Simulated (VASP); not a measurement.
# TePb (Fm-3m) in VASP: single point with LDA

Aim: the single point of TePb with LDA.

Program: VASP 6.6.1. These are calculated values, not measurements. Logs are shortened: lines on timing, memory, paths and dates and some standing lists are left out, and cuts for length are marked.

**1. The cell of the first run**

Symmetry: Fm-3m, No. 225, cubic system. The conventional cell has a = 6.462 Å, b = 6.462 Å, c = 6.462 Å, α = 90.00°, β = 90.00°, γ = 90.00°. Te (site symmetry m-3m) has 6 Pb at 3.23 Å within 4.3 Å. Within 4.3 Å of Pb (site symmetry m-3m) lie 6 Te at 3.23 Å.

**2. Single point, LDA**

Input file INCAR:

```
  PREC = Accurate
  ENCUT = 500
  EDIFF = 1E-6
  ISMEAR = 0
  SIGMA = 0.01
  LREAL = False
  LASPH = True
  NELM = 120
  ALGO = Normal
  ISIF = 2
  LWAVE = False
  LCHARG = False
  NBANDS = 17
  GGA_COMPAT = False
```

Input file KPOINTS:

```
regular mesh
0
Gamma
  4 4 4
```

Input file POSCAR:

```
TePb
1.0
    0.0000000000      3.2310000000      3.2310000000
    3.2310000000      0.0000000000      3.2310000000
    3.2310000000      3.2310000000      0.0000000000
Te Pb
1 1
Direct
    0.5000000000      0.5000000000      0.5000000000
    0.0000000000      0.0000000000      0.0000000000
```

Potentials or basis: VASP PAW LDA potentials, release 64 (Te, Pb_d).

Started as:

```bash
$ cat potpaw_LDA.64/Te/POTCAR potpaw_LDA.64/Pb_d/POTCAR > POTCAR
$ mpirun -np 1 vasp_std > vasp.out
```

OUTCAR:

```text
PREC = Accurate
   ENCUT = 500
   EDIFF = 1E-6
   ISMEAR = 0
   LREAL = False
   LASPH = True
   NELM = 120
   ISIF = 2

 ion  position               nearest neighbor table
   1  0.500  0.500  0.500-   2 3.23   2 3.23   2 3.23   2 3.23   2 3.23   2 3.23
   2  0.000  0.000  0.000-   1 3.23   1 3.23   1 3.23   1 3.23   1 3.23   1 3.23

  LATTYP: Found a face centered cubic cell.
 ALAT       =     6.4620000000

  Lattice vectors:

 A1 = (   0.0000000000,   3.2310000000,   3.2310000000)
 A2 = (   3.2310000000,   0.0000000000,   3.2310000000)
 A3 = (   3.2310000000,   3.2310000000,   0.0000000000)

Analysis of symmetry for initial positions (statically):
=====================================================================
 Subroutine PRICEL returns:
 Original cell was already a primitive cell.

 Routine SETGRP: Setting up the symmetry group for a
 face centered cubic supercell.

 Subroutine GETGRP returns: Found 48 space group operations
 (whereof 48 operations were pure point group operations)
 out of a pool of 48 trial point group operations.

The static configuration has the point symmetry O_h .

Analysis of symmetry for dynamics (positions and initial velocities):
=====================================================================
 Subroutine PRICEL returns:
 Original cell was already a primitive cell.

 Routine SETGRP: Setting up the symmetry group for a
 face centered cubic supercell.

 Subroutine GETGRP returns: Found 48 space group operations
 (whereof 48 operations were pure point group operations)
 out of a pool of 48 trial point group operations.

The dynamic configuration has the point symmetry O_h .

 Subroutine INISYM returns: Found 48 space group operations
 (whereof 48 operations are pure point group operations),
 and found     1 'primitive' translations

----------------------------------------------------------------------------------------

                                     Primitive cell

  volume of cell :      67.4592

  direct lattice vectors                    reciprocal lattice vectors
     0.000000000  3.231000000  3.231000000    -0.154750851  0.154750851  0.154750851
     3.231000000  0.000000000  3.231000000     0.154750851 -0.154750851  0.154750851
     3.231000000  3.231000000  0.000000000     0.154750851  0.154750851 -0.154750851

  length of vectors
     4.569324020  4.569324020  4.569324020     0.268036337  0.268036337  0.268036337

  position of ions in fractional coordinates (direct lattice)
     0.500000000  0.500000000  0.500000000
     0.000000000  0.000000000  0.000000000

  ion indices of the primitive-cell ions
   primitive index   ion index
                 1           1
                 2           2

----------------------------------------------------------------------------------------

 KPOINTS: regular mesh

Automatic generation of k-mesh.
 Grid dimensions read from file:
 generate k-points for:    4    4    4

 Generating k-lattice:

  Cartesian coordinates                     Fractional coordinates (reciprocal lattice)
    -0.038687713  0.038687713  0.038687713     0.250000000  0.000000000  0.000000000
     0.038687713 -0.038687713  0.038687713     0.000000000  0.250000000  0.000000000
     0.038687713  0.038687713 -0.038687713     0.000000000  0.000000000  0.250000000

  Length of vectors
     0.067009084  0.067009084  0.067009084

  Shift w.r.t. Gamma in fractional coordinates (k-lattice)
     0.000000000  0.000000000  0.000000000

 Subroutine IBZKPT returns following result:
 ===========================================

 Found      8 irreducible k-points:

 Following reciprocal coordinates:
            Coordinates               Weight
  0.000000  0.000000  0.000000      1.000000
  0.250000  0.000000  0.000000      8.000000
  0.500000  0.000000  0.000000      4.000000
  0.250000  0.250000  0.000000      6.000000
  0.500000  0.250000  0.000000     24.000000
 -0.250000  0.250000  0.000000     12.000000
  0.500000  0.500000  0.000000      3.000000
 -0.250000  0.500000  0.250000      6.000000
   k-points           NKPTS =      8   k-points in BZ     NKDIM =      8   number of bands    NBANDS=     17
   number of dos      NEDOS =    301   number of ions     NIONS =      2
   total plane-waves  NPLWV =  46656
   dimension x,y,z NGX =    36 NGY =   36 NGZ =   36
   dimension x,y,z NGXF=    72 NGYF=   72 NGZF=   72
   ions per type =               1   1
   NGX,Y,Z   is equivalent  to a cutoff of  13.10, 13.10, 13.10 a.u.
   NGXF,Y,Z  is equivalent  to a cutoff of  26.20, 26.20, 26.20 a.u.
 SYSTEM =  unknown system
   PREC   = accura    normal or accurate (medium, high low for compatibility)
   ISTART =      0    job   : 0-new  1-cont  2-samecut
   ICHARG =      2    charge: 1-file 2-atom 10-const
   ISPIN  =      1    spin polarized calculation?
   LNONCOLLINEAR =      F non collinear calculations
   LSORBIT =      F    spin-orbit coupling
   LASPH  =      T    aspherical Exc in radial PAW
   ENCUT  =  500.0 eV  36.75 Ry    6.06 a.u.   8.33  8.33  8.33*2*pi/ulx,y,z
   NELM   =    120;   NELMIN=  2; NELMDL= -5     # of ELM steps
   EDIFF  = 0.1E-05   stopping-criterion for ELM
   LREAL  =      F    real-space projection
   EDIFFG = 0.1E-04   stopping-criterion for IOM
   NSW    =      0    number of steps for IOM
   IBRION =     -1    ionic relax: 0-MD 1-quasi-New 2-CG
   NFREE  =      0    steps in history (QN), initial steepest desc. (CG)
   ISIF   =      2    stress and relaxation
   ISYM   =      2    0-nonsym 1-usesym 2-fastsym
   POTIM  = 0.5000    time-step for ionic-motion
   TEBEG  =    0.0;   TEEND  =   0.0 temperature during run
   PSTRESS=    0.0 pullay stress
   NELECT =      20.0000    total number of electrons
   NUPDOWN=      -1.0000    fix difference up-down
   EMIN   =  10.00;   EMAX   =-10.00  energy-range for DOS
   EFERMI =   0.00;   METHOD = LEGACY
   ISMEAR =     0;   SIGMA  =   0.01  broadening in eV -4-tet -1-fermi 0-gaus
   EFERMI_NEDOS =   21; number of points for ismear=-14 and -15
   IALGO  =     38    algorithm
   IMIX   =      4    mixing-type and parameters
     AMIX     =   0.40;   BMIX     =  1.00
     AMIX_MAG =   1.60;   BMIX_MAG =  1.00
  volume/ion in A,a.u.               =      33.73       227.62
  Fermi-wavevector in a.u.,A,eV,Ry     =   1.091619  2.062861 16.213147  1.191633
  Thomas-Fermi vector in A             =   2.227868
   LORBIT       =      0    0 simple, 1 ext, 2 COOP (PROOUT), +10 PAW based schemes
   GGA     = CA    functional components
   LHFCALC =     F    Hartree Fock is set to
   AEXX    =    0.0000 exact exchange contribution
   IVDW    =     0    specifies the selected vdW correction
   LEPSILON=     F    determine dielectric tensor
   LRPA    =     F    only Hartree local field effects (RPA)
 non-spin polarized calculation
 Gauss-broadening in eV      SIGMA  =   0.01
  energy-cutoff  :      500.00
  volume of cell :       67.46
 maximum number of plane-waves:      1724
 NGX is ok and might be reduce to    36
   NGX = 17   NGY = 17   NGZ = 17

 number of electron      20.0000003 magnetization

 Free energy of the ion-electron system (eV)
  ---------------------------------------------------
  ext. energy  EPLUGINS =         0.00000000
  ---------------------------------------------------
  free energy    TOTEN  =        -8.75556037 eV

  energy without entropy =       -8.75556037  energy(sigma->0) =       -8.75556037

 E-fermi :   5.4666     XC(G=0):  -9.5768

 val. band max:        5.4089041128   @ k =   0.5000   0.0000   0.0000
 cond. band min:       6.0450063791   @ k =   0.5000   0.0000   0.0000
 fundamental gap:      0.6361022663
 Fermi energy:         5.4665880067

 k-point     1 :       0.0000    0.0000    0.0000
  band No.  band energies     occupation
      1     -11.2624      2.00000
      2     -11.2624      2.00000
      3     -11.2482      2.00000
      4     -11.2482      2.00000
      5     -11.2482      2.00000
      6      -6.6432      2.00000
[... 9 lines left out ...]
     16      11.1937      0.00000
     17      12.6820      0.00000

 k-point     2 :       0.2500    0.0000    0.0000
  band No.  band energies     occupation
      1     -11.2693      2.00000
      2     -11.2693      2.00000
      3     -11.2469      2.00000
      4     -11.2401      2.00000
      5     -11.2401      2.00000
      6      -6.1241      2.00000
[... 9 lines left out ...]
     16      12.2795      0.00000
     17      15.6171      0.00000

 k-point     3 :       0.5000    0.0000    0.0000
  band No.  band energies     occupation
      1     -11.2772      2.00000
      2     -11.2772      2.00000
      3     -11.2459      2.00000
      4     -11.2309      2.00000
      5     -11.2309      2.00000
      6      -5.2083      2.00000
[... 9 lines left out ...]
     16      14.6344      0.00000
     17      14.6344      0.00000

 k-point     4 :       0.2500    0.2500    0.0000
  band No.  band energies     occupation
      1     -11.2886      2.00000
      2     -11.2567      2.00000
      3     -11.2533      2.00000
      4     -11.2354      2.00000
      5     -11.2354      2.00000
      6      -5.9605      2.00000
[... 9 lines left out ...]
     16      13.8083      0.00000
     17      13.8259      0.00000

 k-point     5 :       0.5000    0.2500    0.0000
  band No.  band energies     occupation
      1     -11.3005      2.00000
      2     -11.2633      2.00000
      3     -11.2485      2.00000
      4     -11.2313      2.00000
      5     -11.2271      2.00000
      6      -5.1107      2.00000
[... 9 lines left out ...]
     16      15.0412      0.00000
     17      15.8156      0.00000

 k-point     6 :      -0.2500    0.2500    0.0000
  band No.  band energies     occupation
      1     -11.2817      2.00000
      2     -11.2732      2.00000
      3     -11.2415      2.00000
      4     -11.2361      2.00000
      5     -11.2345      2.00000
      6      -5.3913      2.00000
[... 9 lines left out ...]
     16      13.9482      0.00000
     17      14.7770      0.00000

 k-point     7 :       0.5000    0.5000    0.0000
  band No.  band energies     occupation
      1     -11.3260      2.00000
      2     -11.2584      2.00000
      3     -11.2510      2.00000
      4     -11.2216      2.00000
      5     -11.2216      2.00000
      6      -4.9608      2.00000
[... 9 lines left out ...]
     16      16.3104      0.00000
     17      16.3918      0.00000

 k-point     8 :      -0.2500    0.5000    0.2500
  band No.  band energies     occupation
      1     -11.3073      2.00000
      2     -11.2640      2.00000
      3     -11.2406      2.00000
      4     -11.2406      2.00000
      5     -11.2216      2.00000
      6      -4.8023      2.00000
[... 9 lines left out ...]
     16      16.4357      0.00000
     17      16.4533      0.00000

------------------------ aborting loop because EDIFF is reached ----------------------------------------

  FORCE on cell =-STRESS in cart. coord.  units (eV):
  Direction    XX          YY          ZZ          XY          YZ          ZX
  --------------------------------------------------------------------------------------
  -------------------------------------------------------------------------------------
  Total       -0.6942546     -0.6942546     -0.6942546      0.0000000      0.0000000      0.0000000
  in kB      -16.4887781    -16.4887781    -16.4887781      0.0000000      0.0000000      0.0000000
  external PRESSURE =     -16.4887781 kB  Pullay stress =       0.0000000 kB

 VOLUME and BASIS-vectors are now :
 -----------------------------------------------------------------------------
  energy-cutoff  :      500.00
  volume of cell :       67.46
      direct lattice vectors                 reciprocal lattice vectors
     0.000000000  3.231000000  3.231000000    -0.154750851  0.154750851  0.154750851
     3.231000000  0.000000000  3.231000000     0.154750851 -0.154750851  0.154750851
     3.231000000  3.231000000  0.000000000     0.154750851  0.154750851 -0.154750851

 POSITION                                       TOTAL-FORCE (eV/Angst)
 -----------------------------------------------------------------------------------
      3.23100      3.23100      3.23100         0.000000      0.000000      0.000000
      0.00000      0.00000      0.00000         0.000000      0.000000     -0.000000
 -----------------------------------------------------------------------------------
    total drift:                               -0.000000      0.000000      0.000000

  FREE ENERGIE OF THE ION-ELECTRON SYSTEM (eV)
  ---------------------------------------------------
  free  energy   TOTEN  =        -8.7555603715 eV

  energy  without entropy=       -8.7555603715  energy(sigma->0) =       -8.75556037
```

Wall time 10 s (1 thread of Intel Xeon 6975P-C, shared host); peak memory 0.17 GiB.

Results:

```
Free energy            : -8.7556 eV
Pressure               : -1.6 GPa
Band gap on the k mesh : 0.64 eV, direct
```

Caveat: the k points lie up to 0.42 Å⁻¹ apart; spin-orbit coupling is left out, which moves the levels of the heavy elements. A k mesh can miss the band edges.
